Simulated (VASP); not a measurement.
# BeSe (F-43m) in VASP: single point with HSE06

Aim: the single point of BeSe with HSE06.

Program: VASP 6.6.1. These are calculated values, not measurements. Logs are shortened: lines on timing, memory, paths and dates and some standing lists are left out, and cuts for length are marked.

**1. The cell of the first run**

The structure is cubic, space group F-43m (No. 216). The conventional cell has a = 5.162 Å, b = 5.162 Å, c = 5.162 Å, α = 90.00°, β = 90.00°, γ = 90.00°. Be (site symmetry -43m) has 4 Se at 2.24 Å within 3.0 Å. Within 3.0 Å of Se (site symmetry -43m) lie 4 Be at 2.24 Å.

**2. Single point, HSE06, non-collinear spin, zero start, spin-orbit coupling**

File POSCAR:

```
BeSe
1.0
    0.0000000000      2.5810355896      2.5810355896
    2.5810355896      0.0000000000      2.5810355896
    2.5810355896      2.5810355896      0.0000000000
Be Se
1 1
Direct
    0.0000000000      0.0000000000      0.0000000000
    0.2500000000      0.2500000000      0.2500000000
```

File INCAR.step1:

```
SYSTEM = BeSe
PREC = Accurate
ENCUT = 520
EDIFF = 1E-5
ISMEAR = 0
SIGMA = 0.01
LREAL = .False.
LASPH = .True.
NELM = 200
ALGO = Normal
ISIF = 2
LWAVE = .True.
LCHARG = .False.
LNONCOLLINEAR = .True.
MAGMOM = 0 0 0 0 0 0
LORBIT = 11
LSORBIT = .True.
GGA_COMPAT = .False.
LORBMOM = .True.
GGA = PE
NBANDS = 20
```

File INCAR.step2:

```
SYSTEM = BeSe
PREC = Accurate
ENCUT = 520
EDIFF = 1E-6
ISMEAR = 0
SIGMA = 0.01
LREAL = .False.
LASPH = .True.
NELM = 200
ALGO = Normal
ISIF = 2
LWAVE = .False.
LCHARG = .False.
LNONCOLLINEAR = .True.
MAGMOM = 0 0 0 0 0 0
LORBIT = 11
LSORBIT = .True.
GGA_COMPAT = .False.
LORBMOM = .True.
GGA = PE
LHFCALC = .True.
HFSCREEN = 0.2079
PRECFOCK = Normal
ISTART = 1
NBANDS = 20
```

File KPOINTS:

```
regular mesh
0
Gamma
  6 6 6
  0 0 0
```

Potentials or basis: VASP PAW PBE potentials, release 64 (Be, Se).

The run is started by

```
$ cat potpaw_PBE.64/Be/POTCAR potpaw_PBE.64/Se/POTCAR > POTCAR
$ cp INCAR.step1 INCAR
$ mpirun -np 1 vasp_ncl > vasp.out
$ cp INCAR.step2 INCAR
$ mpirun -np 1 vasp_ncl > vasp.out
```

OUTCAR:

```text
SYSTEM = BeSe
   PREC = Accurate
   ENCUT = 520
   EDIFF = 1E-6
   ISMEAR = 0
   LREAL = .False.
   LASPH = .True.
   NELM = 200
   ISIF = 2
   LNONCOLLINEAR = .True.
   LORBIT = 11
   LSORBIT = .True.
   GGA = PE
   LHFCALC = .True.
   HFSCREEN = 0.2079
   PRECFOCK = Normal
   ISTART = 1

 ion  position               nearest neighbor table
   1  0.000  0.000  0.000-   2 2.24   2 2.24   2 2.24   2 2.24
   2  0.250  0.250  0.250-   1 2.24   1 2.24   1 2.24   1 2.24

  LATTYP: Found a face centered cubic cell.
 ALAT       =     5.1620711792

  Lattice vectors:

 A1 = (   0.0000000000,   2.5810355896,   2.5810355896)
 A2 = (   2.5810355896,   0.0000000000,   2.5810355896)
 A3 = (   2.5810355896,   2.5810355896,   0.0000000000)

Analysis of symmetry for initial positions (statically):
=====================================================================
 Subroutine PRICEL returns:
 Original cell was already a primitive cell.

 Routine SETGRP: Setting up the symmetry group for a
 face centered cubic supercell.

 Subroutine GETGRP returns: Found 24 space group operations
 (whereof 24 operations were pure point group operations)
 out of a pool of 48 trial point group operations.

The static configuration has the point symmetry T_d .

Analysis of symmetry for dynamics (positions and initial velocities):
=====================================================================
 Subroutine PRICEL returns:
 Original cell was already a primitive cell.

 Routine SETGRP: Setting up the symmetry group for a
 face centered cubic supercell.

 Subroutine GETGRP returns: Found 24 space group operations
 (whereof 24 operations were pure point group operations)
 out of a pool of 48 trial point group operations.

The dynamic configuration has the point symmetry T_d .

Analysis of structural, dynamic, and magnetic symmetry:
=====================================================================
 Subroutine PRICEL returns:
 Original cell was already a primitive cell.

 Routine SETGRP: Setting up the symmetry group for a
 face centered cubic supercell.

 Subroutine GETGRP returns: Found 24 space group operations
 (whereof 24 operations were pure point group operations)
 out of a pool of 48 trial point group operations.

The overall configuration has the point symmetry T_d .

 Subroutine INISYM returns: Found 24 space group operations
 (whereof 24 operations are pure point group operations),
 and found     1 'primitive' translations

----------------------------------------------------------------------------------------

[... 683 lines left out ...]
    total drift:                                0.000000     -0.000000      0.000000

  FREE ENERGIE OF THE ION-ELECTRON SYSTEM (eV)
  ---------------------------------------------------
  free  energy   TOTEN  =       -10.1381280109 eV

  energy  without entropy=      -10.1381280109  energy(sigma->0) =      -10.13812801

 orbital moment (x)

 # of ion     p       d       tot
 ----------------------------------------
  1         0.000   0.000   0.000
  2         0.000  -0.000  -0.000
 ----------------------------------------
            0.000  -0.000   0.000

 orbital moment (y)

 # of ion     p       d       tot
 ----------------------------------------
  1         0.000   0.000   0.000
  2         0.000  -0.000   0.000
 ----------------------------------------
            0.000  -0.000   0.000

 orbital moment (z)

 # of ion     p       d       tot
 ----------------------------------------
  1         0.000   0.000   0.000
  2         0.000  -0.000  -0.000
 ----------------------------------------
            0.000  -0.000   0.000

 Spin-Orbit-Coupling matrix elements

 Ion:    1  E_soc:     -0.0000043
 l=   1
     0.0000000    -0.0000007    -0.0000007
    -0.0000007     0.0000000    -0.0000007
    -0.0000007    -0.0000007     0.0000000
 l=   2
     0.0000000     0.0000000     0.0000000     0.0000000     0.0000000
     0.0000000     0.0000000     0.0000000     0.0000000     0.0000000
     0.0000000     0.0000000     0.0000000     0.0000000     0.0000000
     0.0000000     0.0000000     0.0000000     0.0000000     0.0000000
     0.0000000     0.0000000     0.0000000     0.0000000     0.0000000
 l=   3
     0.0000000     0.0000000     0.0000000     0.0000000     0.0000000     0.0000000     0.0000000
     0.0000000     0.0000000     0.0000000     0.0000000     0.0000000     0.0000000     0.0000000
     0.0000000     0.0000000     0.0000000     0.0000000     0.0000000     0.0000000     0.0000000
     0.0000000     0.0000000     0.0000000     0.0000000     0.0000000     0.0000000     0.0000000
     0.0000000     0.0000000     0.0000000     0.0000000     0.0000000     0.0000000     0.0000000
     0.0000000     0.0000000     0.0000000     0.0000000     0.0000000     0.0000000     0.0000000
     0.0000000     0.0000000     0.0000000     0.0000000     0.0000000     0.0000000     0.0000000

 Ion:    2  E_soc:     -0.0323575
 l=   1
     0.0000000    -0.0053851    -0.0053851
    -0.0053851     0.0000000    -0.0053851
    -0.0053851    -0.0053851     0.0000000
 l=   2
     0.0000000    -0.0000044     0.0000000    -0.0000044    -0.0000034
    -0.0000044     0.0000000    -0.0000025    -0.0000044    -0.0000008
     0.0000000    -0.0000025     0.0000000    -0.0000025     0.0000000
    -0.0000044    -0.0000044    -0.0000025     0.0000000    -0.0000008
    -0.0000034    -0.0000008     0.0000000    -0.0000008     0.0000000
 l=   3
     0.0000000     0.0000000     0.0000000     0.0000000     0.0000000     0.0000000     0.0000000
     0.0000000     0.0000000     0.0000000     0.0000000     0.0000000     0.0000000     0.0000000
     0.0000000     0.0000000     0.0000000     0.0000000     0.0000000     0.0000000     0.0000000
     0.0000000     0.0000000     0.0000000     0.0000000     0.0000000     0.0000000     0.0000000
     0.0000000     0.0000000     0.0000000     0.0000000     0.0000000     0.0000000     0.0000000
     0.0000000     0.0000000     0.0000000     0.0000000     0.0000000     0.0000000     0.0000000
     0.0000000     0.0000000     0.0000000     0.0000000     0.0000000     0.0000000     0.0000000

 total charge

# of ion       s       p       d       tot
------------------------------------------
    1        0.371   0.594   0.000   0.965
    2        1.434   2.571   0.031   4.037
--------------------------------------------------
tot          1.806   3.165   0.031   5.002

 magnetization (x)

# of ion       s       p       d       tot
------------------------------------------
    1       -0.000   0.000   0.000  -0.000
    2       -0.000  -0.000   0.000  -0.000
--------------------------------------------------
tot         -0.000  -0.000   0.000  -0.000

 magnetization (y)

# of ion       s       p       d       tot
------------------------------------------
    1        0.000   0.000   0.000   0.000
    2       -0.000  -0.000   0.000  -0.000
--------------------------------------------------
tot         -0.000  -0.000   0.000  -0.000

 magnetization (z)

# of ion       s       p       d       tot
------------------------------------------
    1        0.000   0.000   0.000   0.000
    2       -0.000  -0.000   0.000  -0.000
--------------------------------------------------
tot          0.000   0.000   0.000   0.000
```

It took 39 min on 1 thread of Intel Xeon Platinum 8559C (Emerald Rapids), shared host; peak memory 0.38 GiB.

What came out:

* Free energy: -10.1381 eV
* Pressure: -0.8 GPa
* Net moment: 0.00 μB per cell
* Valence electrons inside the program's atomic spheres: Be 0.96; Se 4.04

Moments on the atoms (μB; x, y, z):
```
Be  0.00 0.00 0.00
Se  0.00 0.00 0.00
```

Caveat: the PAW data sets were made with another functional, which shifts forces and pressure a little.
